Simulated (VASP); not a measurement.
# MgO2 (R-3m) in VASP: notebook

MgO2 is run at these levels: PBEsol; tasks: single point.

Program: VASP 6.6.1. These are calculated values, not measurements. Logs are shortened: lines on timing, memory, paths and dates and some standing lists are left out, and cuts for length are marked.

**1. The cell of the first run**

The structure is trigonal, space group R-3m (No. 166). Conventional cell: a = 3.231 Å, b = 3.231 Å, c = 10.372 Å, α = 90.00°, β = 90.00°, γ = 120.00°. Within 2.8 Å of Mg (site symmetry -3m) lie 6 O at 2.11 Å. Within 2.0 Å of O (site symmetry 3m) lie 1 O at 1.47 Å.

**2. Single point, PBEsol (strain +0.0200 x Voigt [1, 1, 0, 0, 0, 0])**

Input file INCAR:

```
PREC = Accurate
ENCUT = 520
EDIFF = 1E-6
ISMEAR = 0
SIGMA = 0.05
LREAL = False
LASPH = True
NELM = 80
ALGO = Normal
ISIF = 2
LWAVE = False
LCHARG = True
GGA = PS
LELF = True
LVHAR = True
NBANDS = 14
```

Input file KPOINTS:

```
regular mesh
0
Gamma
  12 12 12
```

Input file POSCAR:

```
MgO2
1.0
    1.6154999392      0.9327093248      3.4573706250
   -1.6154999392      0.9327093248      3.4573706250
    0.0000000000     -1.8654186495      3.4573706250
Mg O
1 2
Direct
    0.0000000000      0.0000000000      0.0000000000
    0.4291433728      0.4291433728      0.4291433728
    0.5708566272      0.5708566272      0.5708566272
```

Potentials or basis: VASP PAW PBE potentials, release 64 (Mg, O).

Run with:

```console
$ cat potpaw_PBE.64/Mg/POTCAR potpaw_PBE.64/O/POTCAR > POTCAR
$ mpirun -np 1 vasp_std > vasp.out
```

OUTCAR:

```text
PREC = Accurate
   ENCUT = 520
   EDIFF = 1E-6
   ISMEAR = 0
   LREAL = False
   LASPH = True
   NELM = 80
   ISIF = 2
   GGA = PS

 ion  position               nearest neighbor table
   1  0.000  0.000  0.000-   3 2.11   3 2.11   2 2.11   2 2.11   3 2.11   2 2.11
   2  0.429  0.429  0.429-   3 1.47   1 2.11   1 2.11   1 2.11
   3  0.571  0.571  0.571-   2 1.47   1 2.11   1 2.11   1 2.11

  LATTYP: Found a trigonal (rhomboedric) cell.
 ALAT       =     3.9285109618
 COS(alpha) =     0.6617888282

  Lattice vectors:

 A1 = (   1.6154999392,   0.9327093248,   3.4573706250)
 A2 = (  -1.6154999392,   0.9327093248,   3.4573706250)
 A3 = (   0.0000000000,  -1.8654186495,   3.4573706250)

Analysis of symmetry for initial positions (statically):
=====================================================================
 Subroutine PRICEL returns:
 Original cell was already a primitive cell.

 Routine SETGRP: Setting up the symmetry group for a
 trigonal (rhombohedral) supercell.

 Subroutine GETGRP returns: Found 12 space group operations
 (whereof 12 operations were pure point group operations)
 out of a pool of 12 trial point group operations.

The static configuration has the point symmetry D_3d.

Analysis of symmetry for dynamics (positions and initial velocities):
=====================================================================
 Subroutine PRICEL returns:
 Original cell was already a primitive cell.

 Routine SETGRP: Setting up the symmetry group for a
 trigonal (rhombohedral) supercell.

 Subroutine GETGRP returns: Found 12 space group operations
 (whereof 12 operations were pure point group operations)
 out of a pool of 12 trial point group operations.

The dynamic configuration has the point symmetry D_3d.

 Subroutine INISYM returns: Found 12 space group operations
 (whereof 12 operations are pure point group operations),
 and found     1 'primitive' translations

----------------------------------------------------------------------------------------

                                     Primitive cell

  volume of cell :      31.2572

  direct lattice vectors                    reciprocal lattice vectors
     1.615499939  0.932709325  3.457370625     0.309501714  0.178690898  0.096412381
    -1.615499939  0.932709325  3.457370625    -0.309501714  0.178690898  0.096412381
     0.000000000 -1.865418650  3.457370625     0.000000000 -0.357381796  0.096412381

  length of vectors
     3.928510962  3.928510962  3.928510962     0.370158203  0.370158203  0.370158203

  position of ions in fractional coordinates (direct lattice)
     0.000000000  0.000000000  0.000000000
     0.429143373  0.429143373  0.429143373
     0.570856627  0.570856627  0.570856627

  ion indices of the primitive-cell ions
   primitive index   ion index
                 1           1
                 2           2
                 3           3

----------------------------------------------------------------------------------------

 KPOINTS: regular mesh

Automatic generation of k-mesh.
 Grid dimensions read from file:
 generate k-points for:   12   12   12

 Generating k-lattice:

  Cartesian coordinates                     Fractional coordinates (reciprocal lattice)
     0.025791809  0.014890908  0.008034365     0.083333333  0.000000000  0.000000000
    -0.025791809  0.014890908  0.008034365     0.000000000  0.083333333  0.000000000
     0.000000000 -0.029781816  0.008034365    -0.000000000 -0.000000000  0.083333333

  Length of vectors
     0.030846517  0.030846517  0.030846517

  Shift w.r.t. Gamma in fractional coordinates (k-lattice)
     0.000000000  0.000000000  0.000000000

 Subroutine IBZKPT returns following result:
 ===========================================

 Found    189 irreducible k-points:

 Following reciprocal coordinates:
            Coordinates               Weight
  0.000000  0.000000  0.000000      1.000000
  0.083333  0.000000  0.000000      6.000000
  0.166667 -0.000000 -0.000000      6.000000
  0.250000 -0.000000  0.000000      6.000000
  0.333333 -0.000000  0.000000      6.000000
  0.416667 -0.000000 -0.000000      6.000000
[... 16 lines left out ...]
  0.500000  0.166667  0.000000     12.000000
 -0.416667  0.166667  0.000000     12.000000
 [... further k-points ...]
   k-points           NKPTS =    189   k-points in BZ     NKDIM =    189   number of bands    NBANDS=     14
   number of dos      NEDOS =    301   number of ions     NIONS =      3
   total plane-waves  NPLWV =  27000
   dimension x,y,z NGX =    30 NGY =   30 NGZ =   30
   dimension x,y,z NGXF=    60 NGYF=   60 NGZF=   60
   ions per type =               1   2
   NGX,Y,Z   is equivalent  to a cutoff of  12.70, 12.70, 12.70 a.u.
   NGXF,Y,Z  is equivalent  to a cutoff of  25.39, 25.39, 25.39 a.u.
 SYSTEM =  unknown system
   PREC   = accura    normal or accurate (medium, high low for compatibility)
   ISTART =      0    job   : 0-new  1-cont  2-samecut
   ICHARG =      2    charge: 1-file 2-atom 10-const
   ISPIN  =      1    spin polarized calculation?
   LNONCOLLINEAR =      F non collinear calculations
   LSORBIT =      F    spin-orbit coupling
   LASPH  =      T    aspherical Exc in radial PAW
   ENCUT  =  520.0 eV  38.22 Ry    6.18 a.u.   7.30  7.30  7.30*2*pi/ulx,y,z
   NELM   =     80;   NELMIN=  2; NELMDL= -5     # of ELM steps
   EDIFF  = 0.1E-05   stopping-criterion for ELM
   LREAL  =      F    real-space projection
   EDIFFG = 0.1E-04   stopping-criterion for IOM
   NSW    =      0    number of steps for IOM
   IBRION =     -1    ionic relax: 0-MD 1-quasi-New 2-CG
   NFREE  =      0    steps in history (QN), initial steepest desc. (CG)
   ISIF   =      2    stress and relaxation
   ISYM   =      2    0-nonsym 1-usesym 2-fastsym
   POTIM  = 0.5000    time-step for ionic-motion
   TEBEG  =    0.0;   TEEND  =   0.0 temperature during run
   PSTRESS=    0.0 pullay stress
   NELECT =      14.0000    total number of electrons
   NUPDOWN=      -1.0000    fix difference up-down
   EMIN   =  10.00;   EMAX   =-10.00  energy-range for DOS
   EFERMI =   0.00;   METHOD = LEGACY
   ISMEAR =     0;   SIGMA  =   0.05  broadening in eV -4-tet -1-fermi 0-gaus
   EFERMI_NEDOS =   21; number of points for ismear=-14 and -15
   IALGO  =     38    algorithm
   IMIX   =      4    mixing-type and parameters
     AMIX     =   0.40;   BMIX     =  1.00
     AMIX_MAG =   1.60;   BMIX_MAG =  1.00
  volume/ion in A,a.u.               =      10.42        70.31
  Fermi-wavevector in a.u.,A,eV,Ry     =   1.252566  2.367007 21.346481  1.568922
  Thomas-Fermi vector in A             =   2.386460
   LORBIT       =      0    0 simple, 1 ext, 2 COOP (PROOUT), +10 PAW based schemes
   GGA     = PS    functional components
   LHFCALC =     F    Hartree Fock is set to
   AEXX    =    0.0000 exact exchange contribution
   IVDW    =     0    specifies the selected vdW correction
   LEPSILON=     F    determine dielectric tensor
   LRPA    =     F    only Hartree local field effects (RPA)
 non-spin polarized calculation
 Gauss-broadening in eV      SIGMA  =   0.05
  energy-cutoff  :      520.00
  volume of cell :       31.26
 maximum number of plane-waves:       858
 NGX is ok and might be reduce to    30
   NGX = 15   NGY = 15   NGZ = 15

 number of electron      14.0000001 magnetization

 Free energy of the ion-electron system (eV)
  ---------------------------------------------------
  ext. energy  EPLUGINS =         0.00000000
  ---------------------------------------------------
  free energy    TOTEN  =       -17.19742831 eV

  energy without entropy =      -17.19742831  energy(sigma->0) =      -17.19742831

 E-fermi :   3.0196     XC(G=0): -10.4157

 val. band max:        2.6947334619   @ k =   0.5000   0.5000   0.5000
 cond. band min:       5.1863078893   @ k =   0.5000   0.5000   0.5000
 fundamental gap:      2.4915744274
 Fermi energy:         3.0195989945

 k-point     1 :       0.0000    0.0000    0.0000
  band No.  band energies     occupation
      1     -18.8588      2.00000
      2     -11.7000      2.00000
      3      -5.1475      2.00000
      4      -0.8502      2.00000
      5      -0.8502      2.00000
      6       1.8656      2.00000
      7       1.8656      2.00000
      8       6.9514      0.00000
      9       7.7427      0.00000
     10      14.7453      0.00000
     11      16.5108      0.00000
     12      17.0906      0.00000
     13      17.0906      0.00000
     14      18.8682      0.00000

 k-point     2 :       0.0833    0.0000    0.0000
  band No.  band energies     occupation
      1     -18.8291      2.00000
      2     -11.7219      2.00000
      3      -5.0969      2.00000
      4      -1.0435      2.00000
      5      -0.8729      2.00000
      6       1.8211      2.00000
      7       1.8336      2.00000
      8       7.1652      0.00000
      9       7.7922      0.00000
     10      14.7550      0.00000
     11      16.3624      0.00000
     12      16.6450      0.00000
     13      17.2778      0.00000
     14      18.5664      0.00000

 k-point     3 :       0.1667   -0.0000   -0.0000
  band No.  band energies     occupation
      1     -18.7469      2.00000
      2     -11.7819      2.00000
      3      -4.9569      2.00000
      4      -1.5376      2.00000
      5      -0.9340      2.00000
      6       1.7210      2.00000
      7       1.7473      2.00000
      8       7.4712      0.00000
      9       8.1535      0.00000
     10      14.7837      0.00000
     11      15.1772      0.00000
     12      16.9586      0.00000
     13      17.8241      0.00000
     14      17.8902      0.00000
[... 324 lines left out ...]
 k-point    23 :       0.5000    0.1667    0.0000
  band No.  band energies     occupation
      1     -18.3604      2.00000
      2     -12.1388      2.00000
      3      -3.9701      2.00000
      4      -3.2297      2.00000
      5      -1.5130      2.00000
      6       1.1646      2.00000
      7       1.7835      2.00000
      8       6.9641      0.00000
      9      11.5847      0.00000
     10      12.3670      0.00000
     11      14.7615      0.00000
     12      16.8719      0.00000
     13      17.3994      0.00000
     14      19.5297      0.00000

 k-point    24 :      -0.4167    0.1667    0.0000
  band No.  band energies     occupation
      1     -18.3504      2.00000
      2     -12.0828      2.00000
      3      -4.1365      2.00000
      4      -3.1646      2.00000
      5      -1.5661      2.00000
      6       1.2262      2.00000
      7       1.5743      2.00000
      8       7.0612      0.00000
      9      11.6244      0.00000
     10      12.5644      0.00000
     11      15.0412      0.00000
     12      16.8629      0.00000
     13      17.1663      0.00000
     14      19.4932      0.00000

 [... further k-points ...]
[... 5 lines left out ...]
  --------------------------------------------------------------------------------------
  -------------------------------------------------------------------------------------
  Total       -1.2238938     -1.2238938      0.0279040      0.0000000      0.0000000      0.0000000
  in kB      -62.7341291    -62.7341291      1.4302997      0.0000000      0.0000000      0.0000000
  external PRESSURE =     -41.3459862 kB  Pullay stress =       0.0000000 kB

 VOLUME and BASIS-vectors are now :
 -----------------------------------------------------------------------------
  energy-cutoff  :      520.00
  volume of cell :       31.26
      direct lattice vectors                 reciprocal lattice vectors
     1.615499939  0.932709325  3.457370625     0.309501714  0.178690898  0.096412381
    -1.615499939  0.932709325  3.457370625    -0.309501714  0.178690898  0.096412381
     0.000000000 -1.865418650  3.457370625     0.000000000 -0.357381796  0.096412381

 POSITION                                       TOTAL-FORCE (eV/Angst)
 -----------------------------------------------------------------------------------
      0.00000      0.00000      0.00000         0.000000      0.000000     -0.000000
      0.00000      0.00000      4.45112         0.000000     -0.000000     -0.458558
      0.00000      0.00000      5.92099         0.000000      0.000000      0.458558
 -----------------------------------------------------------------------------------
    total drift:                                0.000000      0.000000      0.000000

  FREE ENERGIE OF THE ION-ELECTRON SYSTEM (eV)
  ---------------------------------------------------
  free  energy   TOTEN  =       -17.1974283090 eV

  energy  without entropy=      -17.1974283090  energy(sigma->0) =      -17.19742831
```

It took 48 s on 1 thread of Intel Xeon 6975P-C (Granite Rapids), shared host; peak memory 0.22 GiB.

Results:

```
Free energy            : -17.1974 eV
Pressure               : -4.1 GPa
Largest force          : 0.459 eV/Å
Band gap on the k mesh : 2.49 eV, direct
```

Forces on the atoms (eV/Å):
```
Mg   0.000  0.000  0.000
O    0.000  0.000 -0.459
O    0.000  0.000  0.459
```

Stress tensor (GPa, compression positive):
```
-6.27  0.00  0.00
 0.00 -6.27  0.00
 0.00  0.00  0.14
```

Caveat: the cell differs from its parent crystal (strain +0.0200 x Voigt [1, 1, 0, 0, 0, 0]); the PAW data sets were made with another functional, which shifts forces and pressure a little. A k mesh can miss the band edges.

**3. Single point, PBEsol (strain +0.0175 x Voigt [1, 1, 0, 0, 0, 0])**

Input file INCAR:

```
  PREC = Accurate
  ENCUT = 520
  EDIFF = 1E-6
  ISMEAR = 0
  SIGMA = 0.05
  LREAL = False
  LASPH = True
  NELM = 100
  ALGO = Normal
  ISIF = 2
  LWAVE = False
  LCHARG = False
  GGA = PS
  NBANDS = 14
```

Input file KPOINTS:

```
Automatic mesh
0
Gamma
  12 12 12
```

Input file POSCAR:

```
MgO2
1.0
    1.6115403805      0.9304232725      3.4573706250
   -1.6115403805      0.9304232725      3.4573706250
    0.0000000000     -1.8608465450      3.4573706250
Mg O
1 2
Direct
    0.0000000000      0.0000000000      0.0000000000
    0.4291433728      0.4291433728      0.4291433728
    0.5708566272      0.5708566272      0.5708566272
```

Potentials or basis: VASP PAW PBE potentials, release 64 (Mg, O).

Run with:

```console
$ cat potpaw_PBE.64/Mg/POTCAR potpaw_PBE.64/O/POTCAR > POTCAR
$ mpirun -np 1 vasp_std > vasp.out
```

OUTCAR:

```text
PREC = Accurate
   ENCUT = 520
   EDIFF = 1E-6
   ISMEAR = 0
   LREAL = False
   LASPH = True
   NELM = 100
   ISIF = 2
   GGA = PS

 ion  position               nearest neighbor table
   1  0.000  0.000  0.000-   3 2.11   3 2.11   2 2.11   2 2.11   3 2.11   2 2.11
   2  0.429  0.429  0.429-   3 1.47   1 2.11   1 2.11   1 2.11
   3  0.571  0.571  0.571-   2 1.47   1 2.11   1 2.11   1 2.11

  LATTYP: Found a trigonal (rhomboedric) cell.
 ALAT       =     3.9263420002
 COS(alpha) =     0.6630727568

  Lattice vectors:

 A1 = (   1.6115403805,   0.9304232725,   3.4573706250)
[... 591 lines left out ...]
     12      16.9299      0.00000
     13      17.2193      0.00000
     14      19.5994      0.00000

 [... further k-points ...]
[... 5 lines left out ...]
  --------------------------------------------------------------------------------------
  -------------------------------------------------------------------------------------
  Total       -1.0941605     -1.0941605      0.0472118      0.0000000      0.0000000      0.0000000
  in kB      -56.3602191    -56.3602191      2.4318786      0.0000000      0.0000000      0.0000000
  external PRESSURE =     -36.7628532 kB  Pullay stress =       0.0000000 kB

 VOLUME and BASIS-vectors are now :
 -----------------------------------------------------------------------------
  energy-cutoff  :      520.00
  volume of cell :       31.10
      direct lattice vectors                 reciprocal lattice vectors
     1.611540380  0.930423273  3.457370625     0.310262160  0.179129942  0.096412381
    -1.611540380  0.930423273  3.457370625    -0.310262160  0.179129942  0.096412381
     0.000000000 -1.860846545  3.457370625     0.000000000 -0.358259884  0.096412381

 POSITION                                       TOTAL-FORCE (eV/Angst)
 -----------------------------------------------------------------------------------
      0.00000      0.00000      0.00000         0.000000      0.000000     -0.000000
      0.00000      0.00000      4.45112         0.000000     -0.000000     -0.429004
      0.00000      0.00000      5.92099         0.000000     -0.000000      0.429004
 -----------------------------------------------------------------------------------
    total drift:                                0.000000      0.000000      0.000000

  FREE ENERGIE OF THE ION-ELECTRON SYSTEM (eV)
  ---------------------------------------------------
  free  energy   TOTEN  =       -17.2028466187 eV

  energy  without entropy=      -17.2028466187  energy(sigma->0) =      -17.20284662
```

stdout:

```text
POSCAR found type information on POSCAR MgO
 POSCAR found :  2 types and       3 ions
 scaLAPACK will be used
 -----------------------------------------------------------------------------
|                                                                             |
|                                                                             |
|     You enforced a specific xc type in the INCAR file but a different       |
|     I HOPE YOU KNOW WHAT YOU ARE DOING!                                     |
|                                                                             |
 -----------------------------------------------------------------------------

 LDA part: xc-table for (Slater+PW92), standard interpolation
 POSCAR, INCAR and KPOINTS ok, starting setup
 FFT: planning ... GRIDC
 FFT: planning ... GRID_SOFT
 FFT: planning ... GRID
 WAVECAR not read
 entering main loop
```

It took 43 s on 1 thread of Intel Xeon 6975P-C (Granite Rapids), shared host; peak memory 0.22 GiB.

Results:

* Free energy: -17.2028 eV
* Pressure: -3.7 GPa
* Largest force: 0.429 eV/Å
* Band gap on the k mesh: 2.49 eV, direct

Forces on the atoms (eV/Å):
```
Mg   0.000  0.000  0.000
O    0.000  0.000 -0.429
O    0.000  0.000  0.429
```

Caveat: the cell differs from its parent crystal (strain +0.0175 x Voigt [1, 1, 0, 0, 0, 0]); the PAW data sets were made with another functional, which shifts forces and pressure a little.
